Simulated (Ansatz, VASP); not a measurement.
Given: the input of a run of VASP 6.6.1 on ZnO.

Contents of INCAR:

```
  PREC = Accurate
  ENCUT = 520
  EDIFF = 1E-6
  ISMEAR = -1
  SIGMA = 0.05
  LREAL = F
  LASPH = T
  NELM = 100
  ALGO = Normal
  ISIF = 2
  LWAVE = F
  LCHARG = T
  GGA = PS
  LELF = T
  LVHAR = T
  NBANDS = 26
```

File KPOINTS:

```
Automatic mesh
0
Gamma
  9 9 5
```

POSCAR

```
ZnO
1.0
    3.1829769797      0.0000000000      0.0000000000
   -1.5914884899      2.7565389241      0.0000000000
    0.0000000000      0.0000000000      5.0994402224
Zn O
2 2
Direct
    0.6666666667      0.3333333333      0.0000000000
    0.3333333333      0.6666666667      0.5000000000
    0.3333333333      0.6666666667      0.8790100000
    0.6666666667      0.3333333333      0.3790100000
```

Potentials or basis: VASP PAW PBE potentials, release 64 (Zn, O).

Launch:

```console
$ cat potpaw_PBE.64/Zn/POTCAR potpaw_PBE.64/O/POTCAR > POTCAR
$ mpirun -np 1 vasp_std > vasp.out
```

Set up the same calculation for Ansatz 0.2.0. Potentials there: all-electron LAPW, scalar-relativistic.

As run (the cutoff follows the program's own potentials):

input.yaml

```yaml
crystal:
  lattice:
    - [3.1829769797, 0.0, 0.0]
    - [-1.5914884899, 2.7565389241, 0.0]
    - [0.0, 0.0, 5.0994402224]
  atoms:
    - { symbol: Zn, position: [0.6666666667, 0.3333333333, 0.0] }
    - { symbol: Zn, position: [0.3333333333, 0.6666666667, 0.5] }
    - { symbol: O, position: [0.3333333333, 0.6666666667, 0.87901] }
    - { symbol: O, position: [0.6666666667, 0.3333333333, 0.37901] }
kpoints:
  mp_grid: { grid: [9, 9, 5] }
scf:
  occupations: { method: fermi_dirac, width: 0.05 }
hamiltonian:
  xc: pbesol
  pseudopotentials: { kind: all_electron, lapw: { basis_error: 0.001 } }
output:
  forces: true
  stress: true
  eigenvalues: true
```

Potentials or basis: all-electron LAPW, scalar-relativistic.

Run with:

```bash
$ ansatz run input.yaml --threads 2 --pin off --max-ram 8192MiB --backend cpu --events-out ev --progress --plain --runs-dir out
```

Both were run:

|  | VASP | Ansatz | Ansatz less VASP |
| --- | --- | --- | --- |
| gap on the k mesh at the Fermi level (eV) | 0.77 | 0.80 | +0.030 |
| least direct gap on the mesh (eV) | 0.77 | 0.80 | +0.030 |
| pressure (GPa) | 9.6 | 8.3 | -1.23 |
| traceless stress, the component that is largest in VASP (GPa) | 1.38 | 1.34 | -0.046 |
| rms of the force components (eV/Å) | 0.051 | 0.049 | -0.0022 |

VASP's potentials were made for PBE, not for PBEsol. Atom by atom the forces differ by 0.002 eV/Å (rms over components). Ansatz ran all-electron here, and VASP with PAW potentials.
